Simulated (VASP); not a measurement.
# Ti6O in VASP: further runs

Runs on Ti6O. Level: PBEsol. Tasks: single point.

Program: VASP 6.6.1. These are calculated values, not measurements. Logs are shortened: lines on timing, memory, paths and dates and some standing lists are left out, and cuts for length are marked.

## 1. The cell of the first run

The cell holds a slab with vacuum, 7 atoms: a = 2.900 Å, b = 4.591 Å, c = 21.206 Å, α = 90.00°, β = 90.00°, γ = 90.00°.

## 2. Single point, PBEsol

Contents of INCAR:

```
SYSTEM = Ti6O
  PREC = Accurate
  ENCUT = 520
  EDIFF = 1E-6
  ISMEAR = 0
  SIGMA = 0.1
  LREAL = .FALSE.
  LASPH = .TRUE.
  NELM = 80
  ALGO = Normal
  ISIF = 2
  LWAVE = .FALSE.
  LCHARG = .FALSE.
  LDIPOL = .TRUE.
  IDIPOL = 3
  DIPOL = 0.5 0.5 0.350
  GGA = PS
  NBANDS = 48
```

Contents of KPOINTS:

```
Automatic mesh
0
G
  9 6 1
  0 0 0
```

Contents of POSCAR:

```
Ti6O
1.0
    2.8999670177      0.0000000000      0.0000000000
    0.0000000000      4.5905806278      0.0000000000
    0.0000000000      0.0000000000     21.2062529549
Ti O
6 1
Direct
    0.0000000000      0.7500000000      0.1886236106
    0.5000000000      0.2500000000      0.2281000977
    0.5000000000      0.7500000000      0.3070530716
    0.0000000000      0.2500000000      0.3454090437
    0.0000000000      0.7500000000      0.4205530428
    0.5000000000      0.2500000000      0.4577071195
    0.8333333333      0.4500000000      0.5051881670
```

Potentials or basis: VASP PAW PBE potentials, release 64 (Ti_sv, O).

On the command line:

```sh
cat potpaw_PBE.64/Ti_sv/POTCAR potpaw_PBE.64/O/POTCAR > POTCAR
mpirun -np 1 vasp_std > vasp.out
```

OUTCAR:

```text
SYSTEM = Ti6O
   PREC = Accurate
   ENCUT = 520
   EDIFF = 1E-6
   ISMEAR = 0
   LREAL = .FALSE.
   LASPH = .TRUE.
   NELM = 80
   ISIF = 2
   GGA = PS

 ion  position               nearest neighbor table
   1  0.000  0.750  0.189-   2 2.84   2 2.84   2 2.84   2 2.84   3 2.90   3 2.90
   2  0.500  0.250  0.228-   3 2.84   3 2.84   1 2.84   1 2.84   1 2.84   1 2.84   4 2.88   4 2.88

   3  0.500  0.750  0.307-   5 2.81   5 2.81   4 2.83   4 2.83   4 2.83   4 2.83   2 2.84   2 2.84
                             1 2.90   1 2.90
   4  0.000  0.250  0.345-   6 2.79   6 2.79   5 2.79   5 2.79   3 2.83   3 2.83   3 2.83   3 2.83
                             2 2.88   2 2.88
   5  0.000  0.750  0.421-   7 2.31   4 2.79   4 2.79   3 2.81   3 2.81   6 2.83   6 2.83   6 2.83
                             6 2.83
   6  0.500  0.250  0.458-   7 1.67   7 2.37   4 2.79   4 2.79   5 2.83   5 2.83   5 2.83   5 2.83

   7  0.833  0.450  0.505-   6 1.67   5 2.31   6 2.37

  LATTYP: Found a simple orthorhombic cell.
 ALAT       =     2.8999670177
 B/A-ratio  =     1.5829768407
 C/A-ratio  =     7.3125841865

  Lattice vectors:

 A1 = (   2.8999670177,   0.0000000000,   0.0000000000)
 A2 = (   0.0000000000,   4.5905806278,   0.0000000000)
 A3 = (   0.0000000000,   0.0000000000,  21.2062529549)

Analysis of symmetry for initial positions (statically):
=====================================================================
 Subroutine PRICEL returns:
 Original cell was already a primitive cell.

 Routine SETGRP: Setting up the symmetry group for a
 simple orthorhombic supercell.

 Subroutine GETGRP returns: Found  1 space group operations
 (whereof  1 operations were pure point group operations)
 out of a pool of  8 trial point group operations.

The static configuration has the point symmetry C_1 .

Analysis of symmetry for dynamics (positions and initial velocities):
=====================================================================
 Subroutine PRICEL returns:
 Original cell was already a primitive cell.

 Routine SETGRP: Setting up the symmetry group for a
 simple orthorhombic supercell.

 Subroutine GETGRP returns: Found  1 space group operations
 (whereof  1 operations were pure point group operations)
 out of a pool of  8 trial point group operations.

The dynamic configuration has the point symmetry C_1 .

 Subroutine INISYM returns: Found  1 space group operations
 (whereof  1 operations are pure point group operations),
 and found     1 'primitive' translations

----------------------------------------------------------------------------------------

                                     Primitive cell

  volume of cell :     282.3089

  direct lattice vectors                    reciprocal lattice vectors
     2.899967018  0.000000000  0.000000000     0.344831508  0.000000000  0.000000000
     0.000000000  4.590580628  0.000000000     0.000000000  0.217837368  0.000000000
     0.000000000  0.000000000 21.206252955     0.000000000  0.000000000  0.047155903

  length of vectors
     2.899967018  4.590580628 21.206252955     0.344831508  0.217837368  0.047155903

  position of ions in fractional coordinates (direct lattice)
     0.000000000  0.750000000  0.188623611
     0.500000000  0.250000000  0.228100098
     0.500000000  0.750000000  0.307053072
     0.000000000  0.250000000  0.345409044
     0.000000000  0.750000000  0.420553043
     0.500000000  0.250000000  0.457707120
     0.833333333  0.450000000  0.505188167

  ion indices of the primitive-cell ions
   primitive index   ion index
                 1           1
                 2           2
                 3           3
                 4           4
                 5           5
                 6           6
                 7           7

----------------------------------------------------------------------------------------

 KPOINTS: Automatic mesh

Automatic generation of k-mesh.
 Grid dimensions read from file:
 generate k-points for:    9    6    1

 Generating k-lattice:

  Cartesian coordinates                     Fractional coordinates (reciprocal lattice)
     0.038314612  0.000000000  0.000000000     0.111111111  0.000000000  0.000000000
     0.000000000  0.036306228  0.000000000     0.000000000  0.166666667  0.000000000
     0.000000000  0.000000000  0.047155903     0.000000000  0.000000000  1.000000000

  Length of vectors
     0.038314612  0.036306228  0.047155903

  Shift w.r.t. Gamma in fractional coordinates (k-lattice)
     0.000000000  0.000000000  0.000000000

 Subroutine IBZKPT returns following result:
 ===========================================

 Found     28 irreducible k-points:

 Following reciprocal coordinates:
            Coordinates               Weight
  0.000000  0.000000  0.000000      1.000000
  0.111111  0.000000  0.000000      2.000000
  0.222222  0.000000  0.000000      2.000000
  0.333333  0.000000  0.000000      2.000000
  0.444444  0.000000  0.000000      2.000000
  0.000000  0.166667  0.000000      2.000000
[... 16 lines left out ...]
  0.444444 -0.333333  0.000000      2.000000
  0.000000  0.500000  0.000000      1.000000
 [... further k-points ...]
   k-points           NKPTS =     28   k-points in BZ     NKDIM =     28   number of bands    NBANDS=     48
   number of dos      NEDOS =    301   number of ions     NIONS =      7
   total plane-waves  NPLWV = 138240
   dimension x,y,z NGX =    24 NGY =   36 NGZ =  160
   dimension x,y,z NGXF=    48 NGYF=   72 NGZF=  320
   ions per type =               6   1
   NGX,Y,Z   is equivalent  to a cutoff of  13.76, 13.04, 12.54 a.u.
   NGXF,Y,Z  is equivalent  to a cutoff of  27.52, 26.07, 25.09 a.u.
 SYSTEM =  Ti6O
   PREC   = accura    normal or accurate (medium, high low for compatibility)
   ISTART =      0    job   : 0-new  1-cont  2-samecut
   ICHARG =      2    charge: 1-file 2-atom 10-const
   ISPIN  =      1    spin polarized calculation?
   LNONCOLLINEAR =      F non collinear calculations
   LSORBIT =      F    spin-orbit coupling
   LASPH  =      T    aspherical Exc in radial PAW
   ENCUT  =  520.0 eV  38.22 Ry    6.18 a.u.   5.39  8.54 39.43*2*pi/ulx,y,z
   NELM   =     80;   NELMIN=  2; NELMDL= -5     # of ELM steps
   EDIFF  = 0.1E-05   stopping-criterion for ELM
   LREAL  =      F    real-space projection
   EDIFFG = 0.1E-04   stopping-criterion for IOM
   NSW    =      0    number of steps for IOM
   IBRION =     -1    ionic relax: 0-MD 1-quasi-New 2-CG
   NFREE  =      0    steps in history (QN), initial steepest desc. (CG)
   ISIF   =      2    stress and relaxation
   ISYM   =      2    0-nonsym 1-usesym 2-fastsym
   POTIM  = 0.5000    time-step for ionic-motion
   TEBEG  =    0.0;   TEEND  =   0.0 temperature during run
   PSTRESS=    0.0 pullay stress
   NELECT =      78.0000    total number of electrons
   NUPDOWN=      -1.0000    fix difference up-down
   EMIN   =  10.00;   EMAX   =-10.00  energy-range for DOS
   EFERMI =   0.00;   METHOD = LEGACY
   ISMEAR =     0;   SIGMA  =   0.10  broadening in eV -4-tet -1-fermi 0-gaus
   EFERMI_NEDOS =   21; number of points for ismear=-14 and -15
   IALGO  =     38    algorithm
   IMIX   =      4    mixing-type and parameters
     AMIX     =   0.40;   BMIX     =  1.00
     AMIX_MAG =   1.60;   BMIX_MAG =  1.00
  volume/ion in A,a.u.               =      40.33       272.16
  Fermi-wavevector in a.u.,A,eV,Ry     =   1.066264  2.014947 15.468727  1.136919
  Thomas-Fermi vector in A             =   2.201843
   LORBIT       =      0    0 simple, 1 ext, 2 COOP (PROOUT), +10 PAW based schemes
   GGA     = PS    functional components
   LHFCALC =     F    Hartree Fock is set to
   AEXX    =    0.0000 exact exchange contribution
   IVDW    =     0    specifies the selected vdW correction
   LEPSILON=     F    determine dielectric tensor
   LRPA    =     F    only Hartree local field effects (RPA)
 non-spin polarized calculation
 Gauss-broadening in eV      SIGMA  =   0.10
  energy-cutoff  :      520.00
  volume of cell :      282.31
 maximum number of plane-waves:      7645
 NGX is ok and might be reduce to    24
   NGX = 11   NGY = 17   NGZ = 79

 dipolmoment           0.000000      0.000000     -0.012308 electrons x Angstroem

 number of electron      78.0000025 magnetization

 dipolmoment           0.000000      0.000000      0.131331 electrons x Angstroem

 Free energy of the ion-electron system (eV)
  ---------------------------------------------------
  ext. energy  EPLUGINS =         0.00000000
  ---------------------------------------------------
  free energy    TOTEN  =       -55.81239402 eV

  energy without entropy =      -55.76795110  energy(sigma->0) =      -55.79017256

 E-fermi :   0.3052     XC(G=0):  -5.2852

 val. band max:        0.3028151587   @ k =   0.3333  -0.1667   0.0000
 cond. band min:       0.3153004197   @ k =   0.4444  -0.1667   0.0000
 fundamental gap:      0.0124852611
 Fermi energy:         0.3052376704

 k-point     1 :       0.0000    0.0000    0.0000
  band No.  band energies     occupation
      1     -56.4701      2.00000
      2     -56.3182      2.00000
      3     -56.1940      2.00000
      4     -56.1583      2.00000
      5     -56.1067      2.00000
      6     -56.0107      2.00000
[... 40 lines left out ...]
     47       1.5549      0.00000
     48       1.7409      0.00000

 k-point     2 :       0.1111    0.0000    0.0000
  band No.  band energies     occupation
      1     -56.4639      2.00000
      2     -56.3092      2.00000
      3     -56.1889      2.00000
      4     -56.1550      2.00000
      5     -56.1023      2.00000
      6     -56.0086      2.00000
[... 1114 lines left out ...]
 k-point    24 :       0.0000    0.5000    0.0000
  band No.  band energies     occupation
      1     -56.4600      2.00000
      2     -56.2850      2.00000
      3     -56.1978      2.00000
      4     -56.1725      2.00000
      5     -56.1082      2.00000
      6     -56.0364      2.00000
[... 40 lines left out ...]
     47       1.7317      0.00000
     48       1.8089      0.00000

 [... further k-points ...]

------------------------ aborting loop because EDIFF is reached ----------------------------------------

 vacuum level on the upper side and lower side of the slab       (xc-potential included)         0.865        -0.927

  FORCE on cell =-STRESS in cart. coord.  units (eV):
  Direction    XX          YY          ZZ          XY          YZ          ZX
  --------------------------------------------------------------------------------------
  -------------------------------------------------------------------------------------
  Total        0.1484657      0.7812935      0.6757600      1.5916427      2.1162647      3.1903920
  in kB        0.8425821      4.4340458      3.8351157      9.0329906     12.0103582     18.1063125
  external PRESSURE =       3.0372479 kB  Pullay stress =       0.0000000 kB

 VOLUME and BASIS-vectors are now :
 -----------------------------------------------------------------------------
  energy-cutoff  :      520.00
  volume of cell :      282.31
      direct lattice vectors                 reciprocal lattice vectors
     2.899967018  0.000000000  0.000000000     0.344831508  0.000000000  0.000000000
     0.000000000  4.590580628  0.000000000     0.000000000  0.217837368  0.000000000
     0.000000000  0.000000000 21.206252955     0.000000000  0.000000000  0.047155903

 POSITION                                       TOTAL-FORCE (eV/Angst)
 -----------------------------------------------------------------------------------
      0.00000      3.44294      4.00000        -0.015274      0.023470      0.315558
      1.44998      1.14765      4.83715         0.003271     -0.047205      0.067187
      1.44998      3.44294      6.51145         0.083949      0.159591     -0.356670
      0.00000      1.14765      7.32483        -0.110249     -0.133996     -0.897191
      0.00000      3.44294      8.91835        -0.464448     -0.752352      0.700068
      1.44998      1.14765      9.70625        -2.237889     -0.856529      0.036358
      2.41664      2.06576     10.71315         2.740640      1.607021      0.134689
 -----------------------------------------------------------------------------------
    total drift:                                0.000052     -0.000348      0.000621

  FREE ENERGIE OF THE ION-ELECTRON SYSTEM (eV)
  ---------------------------------------------------
  free  energy   TOTEN  =       -55.8123940226 eV

  energy  without entropy=      -55.7679510966  energy(sigma->0) =      -55.79017256

 vacuum level on the upper side and lower side of the slab         5.906         4.026
```

Wall time 12 min (1 thread of Intel Xeon Platinum 8259CL at 2.50GHz (Skylake/Cascade Lake), shared host); peak memory 0.51 GiB.

Results:

```yaml
Free_energy: -55.8124 eV
Largest_force: 3.180 eV/Å
Band_gap_on_the_k_mesh: zero (bands 39 and 40 overlap by 0.39 eV)
```

Forces in eV/Å, atoms in the order of the input:
```
Ti  -0.015  0.023  0.316
Ti   0.003 -0.047  0.067
Ti   0.084  0.160 -0.357
Ti  -0.110 -0.134 -0.897
Ti  -0.464 -0.752  0.700
Ti  -2.238 -0.857  0.036
O    2.741  1.607  0.135
```

Caveat: the PAW data sets were made with another functional, which shifts forces and pressure a little.

## 3. Single point, PBEsol

Contents of INCAR:

```
SYSTEM = Ti6O
PREC = Accurate
ENCUT = 520
EDIFF = 1E-7
ISMEAR = 0
SIGMA = 0.1
LREAL = .False.
LASPH = .True.
NELM = 60
ALGO = Normal
ISIF = 2
LWAVE = .False.
LCHARG = .False.
LDIPOL = .True.
IDIPOL = 3
DIPOL = 0.5 0.5 0.349
GGA = PS
NBANDS = 48
```

Contents of KPOINTS:

```
Automatic mesh
0
Gamma
  9 6 1
  0 0 0
```

POSCAR: that of step 2 with these lines changed.

```diff
@@ -14,2 +14,2 @@
     0.5000000000      0.2500000000      0.4577071195
-    0.8333333333      0.4500000000      0.5051881670
+    0.8333333333      0.6500000000      0.4963105596
```

Potentials or basis: VASP PAW PBE potentials, release 64 (Ti_sv, O).

On the command line:

```sh
cat potpaw_PBE.64/Ti_sv/POTCAR potpaw_PBE.64/O/POTCAR > POTCAR
mpirun -np 1 vasp_std > vasp.out
```

It took 16 min on 1 thread of Intel Xeon Platinum 8259CL at 2.50GHz (Skylake/Cascade Lake), shared host; peak memory 0.52 GiB.

The run converged. Its results:

```
Free energy            : -55.5601 eV
Largest force          : 1.994 eV/Å
Band gap on the k mesh : zero (bands 39 and 40 overlap by 0.40 eV)
```

Forces on the atoms (eV/Å):
```
Ti   0.009  0.013  0.383
Ti  -0.030 -0.044  0.047
Ti   0.027 -0.006 -0.773
Ti  -0.107  0.172 -0.070
Ti   0.386  0.447 -0.122
Ti   0.475  1.259  0.419
O   -0.760 -1.840  0.116
```

Levels at points of the mesh, in eV from the Fermi level:
```tsv
k point	band 36	band 37	band 38	band 39	band 40	band 41	band 42	band 43
(0.00, 0.00, 0.00)	-0.57	-0.51	-0.07	0.19	0.47	0.55	0.78	0.86
(0.00, 0.50, 0.00)	-0.67	-0.51	-0.13	0.08	0.17	0.39	0.49	0.71
```

Caveat: the PAW data sets were made with another functional, which shifts forces and pressure a little.
